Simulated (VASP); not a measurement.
# BAs (I-4m2) in VASP: a series of runs

The runs below take BAs through single point, with PBE.

Everything below comes from runs of VASP 6.6.1. Logs are shortened: lines on timing, memory, paths and dates and some standing lists are left out, and cuts for length are marked.

### 1 The cell of the first run

The structure is tetragonal, space group I-4m2 (No. 119). The conventional cell has a = 3.116 Å, b = 3.116 Å, c = 5.728 Å, α = 90.00°, β = 90.00°, γ = 90.00°. B (site symmetry -4m2) has 4 As at 2.12 Å within 2.8 Å. Within 2.8 Å of As (site symmetry -4m2) lie 4 B at 2.12 Å.

### 2 Single point, PBE

File INCAR:

```
SYSTEM = BAs
PREC = Accurate ; ENCUT = 520
EDIFF = 1E-6 ; ISMEAR = 0
SIGMA = 0.05 ; LREAL = .False.
LASPH = .True. ; NELM = 60
ALGO = Normal ; ISIF = 2
LWAVE = .False. ; LCHARG = .False.
GGA = PE ; NBANDS = 11
```

File KPOINTS:

```
regular mesh
0
Gamma
  12 12 12
  0 0 0
```

File POSCAR:

```
BAs
1.0
    0.0000000000      2.2030665569      2.8639865240
    2.2030665569      0.0000000000      2.8639865240
    2.2030665569      2.2030665569      0.0000000000
B As
1 1
Direct
    0.0000000000      0.0000000000      0.0000000000
    0.7500000000      0.7500000000      0.7500000000
```

Potentials or basis: VASP PAW PBE potentials, release 64 (B, As).

On the command line:

```bash
$ cat potpaw_PBE.64/B/POTCAR potpaw_PBE.64/As/POTCAR > POTCAR
$ mpirun -np 1 vasp_std > vasp.out
```

OUTCAR:

```text
SYSTEM = BAs
   PREC = Accurate
   ENCUT = 520
   EDIFF = 1E-6
   ISMEAR = 0
   LREAL = .False.
   LASPH = .True.
   NELM = 60
   ISIF = 2
   GGA = PE

 ion  position               nearest neighbor table
   1  0.000  0.000  0.000-   2 2.12   2 2.12   2 2.12   2 2.12
   2  0.750  0.750  0.750-   1 2.12   1 2.12   1 2.12   1 2.12

  LATTYP: Found a body centered tetragonal cell.
 ALAT       =     3.1156066036
 C/A-ratio  =     1.8384776311

  Lattice vectors:

 A1 = (  -2.2030665569,   0.0000000000,   2.8639865240)
 A2 = (   2.2030665569,   0.0000000000,   2.8639865240)
 A3 = (   0.0000000000,   2.2030665569,  -2.8639865240)

Analysis of symmetry for initial positions (statically):
=====================================================================
 Subroutine PRICEL returns:
 Original cell was already a primitive cell.

 Routine SETGRP: Setting up the symmetry group for a
 body centered tetragonal supercell.

 Subroutine GETGRP returns: Found  8 space group operations
 (whereof  8 operations were pure point group operations)
 out of a pool of 16 trial point group operations.

The static configuration has the point symmetry D_2d.

Analysis of symmetry for dynamics (positions and initial velocities):
=====================================================================
 Subroutine PRICEL returns:
 Original cell was already a primitive cell.

 Routine SETGRP: Setting up the symmetry group for a
 body centered tetragonal supercell.

 Subroutine GETGRP returns: Found  8 space group operations
 (whereof  8 operations were pure point group operations)
 out of a pool of 16 trial point group operations.

The dynamic configuration has the point symmetry D_2d.

 Subroutine INISYM returns: Found  8 space group operations
 (whereof  8 operations are pure point group operations),
 and found     1 'primitive' translations

----------------------------------------------------------------------------------------

                                     Primitive cell

  volume of cell :      27.8007

  direct lattice vectors                    reciprocal lattice vectors
     0.000000000  2.203066557  2.863986524    -0.226956375  0.226956375  0.174581827
     2.203066557  0.000000000  2.863986524     0.226956375 -0.226956375  0.174581827
     2.203066557  2.203066557  0.000000000     0.226956375  0.226956375 -0.174581827

  length of vectors
     3.613297810  3.613297810  3.115606604     0.365372696  0.365372696  0.365372696

  position of ions in fractional coordinates (direct lattice)
     0.000000000  0.000000000  0.000000000
     0.750000000  0.750000000  0.750000000

  ion indices of the primitive-cell ions
   primitive index   ion index
                 1           1
                 2           2

----------------------------------------------------------------------------------------

 KPOINTS: regular mesh

Automatic generation of k-mesh.
 Grid dimensions read from file:
 generate k-points for:   12   12   12

 Generating k-lattice:

  Cartesian coordinates                     Fractional coordinates (reciprocal lattice)
    -0.018913031  0.018913031  0.014548486     0.083333333  0.000000000  0.000000000
     0.018913031 -0.018913031  0.014548486     0.000000000  0.083333333  0.000000000
     0.018913031  0.018913031 -0.014548486     0.000000000  0.000000000  0.083333333

  Length of vectors
     0.030447725  0.030447725  0.030447725

  Shift w.r.t. Gamma in fractional coordinates (k-lattice)
     0.000000000  0.000000000  0.000000000

 Subroutine IBZKPT returns following result:
 ===========================================

 Found    163 irreducible k-points:

 Following reciprocal coordinates:
            Coordinates               Weight
  0.000000  0.000000  0.000000      1.000000
  0.083333  0.000000  0.000000      8.000000
  0.166667  0.000000  0.000000      8.000000
  0.250000  0.000000  0.000000      8.000000
  0.333333  0.000000  0.000000      8.000000
  0.416667  0.000000  0.000000      8.000000
[... 16 lines left out ...]
  0.500000  0.166667  0.000000      8.000000
 -0.416667  0.166667  0.000000      8.000000
 [... further k-points ...]
   k-points           NKPTS =    163   k-points in BZ     NKDIM =    163   number of bands    NBANDS=     11
   number of dos      NEDOS =    301   number of ions     NIONS =      2
   total plane-waves  NPLWV =  18816
   dimension x,y,z NGX =    28 NGY =   28 NGZ =   24
   dimension x,y,z NGXF=    56 NGYF=   56 NGZF=   48
   ions per type =               1   1
   NGX,Y,Z   is equivalent  to a cutoff of  12.88, 12.88, 12.81 a.u.
   NGXF,Y,Z  is equivalent  to a cutoff of  25.77, 25.77, 25.61 a.u.
 SYSTEM =  BAs
   PREC   = accura    normal or accurate (medium, high low for compatibility)
   ISTART =      0    job   : 0-new  1-cont  2-samecut
   ICHARG =      2    charge: 1-file 2-atom 10-const
   ISPIN  =      1    spin polarized calculation?
   LNONCOLLINEAR =      F non collinear calculations
   LSORBIT =      F    spin-orbit coupling
   LASPH  =      T    aspherical Exc in radial PAW
   ENCUT  =  520.0 eV  38.22 Ry    6.18 a.u.   6.72  6.72  5.79*2*pi/ulx,y,z
   NELM   =     60;   NELMIN=  2; NELMDL= -5     # of ELM steps
   EDIFF  = 0.1E-05   stopping-criterion for ELM
   LREAL  =      F    real-space projection
   EDIFFG = 0.1E-04   stopping-criterion for IOM
   NSW    =      0    number of steps for IOM
   IBRION =     -1    ionic relax: 0-MD 1-quasi-New 2-CG
   NFREE  =      0    steps in history (QN), initial steepest desc. (CG)
   ISIF   =      2    stress and relaxation
   ISYM   =      2    0-nonsym 1-usesym 2-fastsym
   POTIM  = 0.5000    time-step for ionic-motion
   TEBEG  =    0.0;   TEEND  =   0.0 temperature during run
   PSTRESS=    0.0 pullay stress
   NELECT =       8.0000    total number of electrons
   NUPDOWN=      -1.0000    fix difference up-down
   EMIN   =  10.00;   EMAX   =-10.00  energy-range for DOS
   EFERMI =   0.00;   METHOD = LEGACY
   ISMEAR =     0;   SIGMA  =   0.05  broadening in eV -4-tet -1-fermi 0-gaus
   EFERMI_NEDOS =   21; number of points for ismear=-14 and -15
   IALGO  =     38    algorithm
   IMIX   =      4    mixing-type and parameters
     AMIX     =   0.40;   BMIX     =  1.00
     AMIX_MAG =   1.60;   BMIX_MAG =  1.00
  volume/ion in A,a.u.               =      13.90        93.80
  Fermi-wavevector in a.u.,A,eV,Ry     =   1.080818  2.042451 15.893898  1.168169
  Thomas-Fermi vector in A             =   2.216819
   LORBIT       =      0    0 simple, 1 ext, 2 COOP (PROOUT), +10 PAW based schemes
   GGA     = PE    functional components
   LHFCALC =     F    Hartree Fock is set to
   AEXX    =    0.0000 exact exchange contribution
   IVDW    =     0    specifies the selected vdW correction
   LEPSILON=     F    determine dielectric tensor
   LRPA    =     F    only Hartree local field effects (RPA)
 non-spin polarized calculation
 Gauss-broadening in eV      SIGMA  =   0.05
  energy-cutoff  :      520.00
  volume of cell :       27.80
 maximum number of plane-waves:       762
   NGX = 13   NGY = 13   NGZ = 11

 number of electron       8.0000000 magnetization

 Free energy of the ion-electron system (eV)
  ---------------------------------------------------
  ext. energy  EPLUGINS =         0.00000000
  ---------------------------------------------------
  free energy    TOTEN  =       -10.43197997 eV

  energy without entropy =      -10.43125621  energy(sigma->0) =      -10.43161809

 E-fermi :   6.6100     XC(G=0): -10.5761

 val. band max:        6.6030414984   @ k =   0.1667   0.0000   0.0000
 cond. band min:       6.6106600404   @ k =   0.5000  -0.0000   0.4167
 fundamental gap:      0.0076185420
 Fermi energy:         6.6099587590

 k-point     1 :       0.0000    0.0000    0.0000
  band No.  band energies     occupation
      1      -9.2518      2.00000
      2       3.8053      2.00000
      3       7.0671      0.00000
      4       7.0671      0.00000
      5       8.8574      0.00000
      6       9.0854      0.00000
      7       9.0854      0.00000
      8      10.5997      0.00000
      9      15.4213      0.00000
     10      15.7814      0.00000
     11      16.7071      0.00000

 k-point     2 :       0.0833    0.0000    0.0000
  band No.  band energies     occupation
      1      -9.1355      2.00000
      2       3.4984      2.00000
      3       6.0783      2.00000
      4       6.9044      0.00000
      5       8.6405      0.00000
      6       9.3850      0.00000
      7       9.5291      0.00000
      8      11.1964      0.00000
      9      15.2956      0.00000
     10      16.2277      0.00000
     11      17.6331      0.00000

 k-point     3 :       0.1667    0.0000    0.0000
  band No.  band energies     occupation
      1      -8.7907      2.00000
      2       2.5684      2.00000
      3       4.6222      2.00000
      4       6.6030      1.15512
      5       7.9840      0.00000
      6      10.0607      0.00000
      7      10.4314      0.00000
      8      12.1325      0.00000
      9      15.5955      0.00000
     10      17.2862      0.00000
     11      19.6435      0.00000

 k-point     4 :       0.2500    0.0000    0.0000
  band No.  band energies     occupation
      1      -8.2323      2.00000
      2       1.0603      2.00000
      3       3.6335      2.00000
      4       6.3460      2.00000
      5       7.3161      0.00000
      6      10.8113      0.00000
      7      11.3283      0.00000
      8      12.9179      0.00000
      9      16.3005      0.00000
     10      18.6964      0.00000
     11      18.7778      0.00000

 k-point     5 :       0.3333    0.0000    0.0000
  band No.  band energies     occupation
      1      -7.5021      2.00000
      2      -0.5941      2.00000
      3       3.0446      2.00000
      4       6.1785      2.00000
      5       6.7907      0.00000
      6      11.4022      0.00000
      7      11.8881      0.00000
      8      13.8687      0.00000
      9      16.7184      0.00000
     10      18.5508      0.00000
     11      20.3092      0.00000
[... 211 lines left out ...]
 k-point    21 :       0.3333    0.1667    0.0000
  band No.  band energies     occupation
      1      -7.9862      2.00000
      2      -0.1644      2.00000
      3       3.0752      2.00000
      4       5.1260      2.00000
      5       9.9616      0.00000
      6      10.9560      0.00000
      7      12.6904      0.00000
      8      13.4826      0.00000
      9      14.7968      0.00000
     10      18.8152      0.00000
     11      21.0770      0.00000

 k-point    22 :       0.4167    0.1667    0.0000
  band No.  band energies     occupation
      1      -7.2857      2.00000
      2      -1.0550      2.00000
      3       1.7566      2.00000
      4       5.1377      2.00000
      5       9.5522      0.00000
      6      11.0578      0.00000
      7      13.0814      0.00000
      8      14.8291      0.00000
      9      16.2915      0.00000
     10      19.1857      0.00000
     11      20.7269      0.00000

 k-point    23 :       0.5000    0.1667    0.0000
  band No.  band energies     occupation
      1      -6.5372      2.00000
      2      -1.9560      2.00000
      3       0.9726      2.00000
      4       5.3160      2.00000
      5       9.1645      0.00000
      6      11.3252      0.00000
      7      13.0513      0.00000
      8      15.2126      0.00000
      9      17.8390      0.00000
     10      19.6502      0.00000
     11      20.4083      0.00000

 k-point    24 :      -0.4167    0.1667    0.0000
  band No.  band energies     occupation
      1      -6.1124      2.00000
      2      -2.3915      2.00000
      3       0.6953      2.00000
      4       5.6309      2.00000
      5       8.8991      0.00000
      6      11.7176      0.00000
      7      12.6826      0.00000
      8      14.3785      0.00000
      9      18.3020      0.00000
     10      19.0623      0.00000
     11      20.0083      0.00000

 [... further k-points ...]

------------------------ aborting loop because EDIFF is reached ----------------------------------------

  FORCE on cell =-STRESS in cart. coord.  units (eV):
  Direction    XX          YY          ZZ          XY          YZ          ZX
  --------------------------------------------------------------------------------------
  -------------------------------------------------------------------------------------
  Total        4.1088715      4.1088715     -7.5050139      0.0000000     -0.0000000     -0.0000000
  in kB      236.7974040    236.7974040   -432.5196915      0.0000000     -0.0000000     -0.0000000
  external PRESSURE =      13.6917055 kB  Pullay stress =       0.0000000 kB

 VOLUME and BASIS-vectors are now :
 -----------------------------------------------------------------------------
  energy-cutoff  :      520.00
  volume of cell :       27.80
      direct lattice vectors                 reciprocal lattice vectors
     0.000000000  2.203066557  2.863986524    -0.226956375  0.226956375  0.174581827
     2.203066557  0.000000000  2.863986524     0.226956375 -0.226956375  0.174581827
     2.203066557  2.203066557  0.000000000     0.226956375  0.226956375 -0.174581827

 POSITION                                       TOTAL-FORCE (eV/Angst)
 -----------------------------------------------------------------------------------
      0.00000      0.00000      0.00000        -0.000000     -0.000000      0.000000
      3.30460      3.30460      4.29598         0.000000      0.000000      0.000000
 -----------------------------------------------------------------------------------
    total drift:                                0.000000      0.000000     -0.000000

  FREE ENERGIE OF THE ION-ELECTRON SYSTEM (eV)
  ---------------------------------------------------
  free  energy   TOTEN  =       -10.4319799664 eV

  energy  without entropy=      -10.4312562080  energy(sigma->0) =      -10.43161809
```

It took 17 s on 1 thread of Intel Xeon 6975P-C (Granite Rapids), shared host; peak memory 0.18 GiB.

What came out:

* Free energy: -10.4320 eV
* Pressure: 1.4 GPa
* Band gap on the k mesh: zero (band 4 reaches 7.07 eV, above the bottom of band 5 at 6.29 eV)

Levels at points of the mesh, in eV from the Fermi level:
```csv
k point,band 1,band 2,band 3,band 4,band 5,band 6,band 7,band 8
"(0.00, 0.00, 0.00)",-15.86,-2.80,0.46,0.46,2.25,2.48,2.48,3.99
"(0.50, 0.00, 0.00)",-12.94,-9.21,-4.01,-0.54,-0.26,5.17,5.63,8.32
"(0.50, 0.50, 0.00)",-13.14,-10.21,-2.74,-2.74,2.91,3.21,9.72,9.78
"(0.50, 0.00, 0.50)",-10.92,-8.27,-5.38,-4.86,-0.12,0.08,7.35,9.27
```

[end of part 1 of 3]
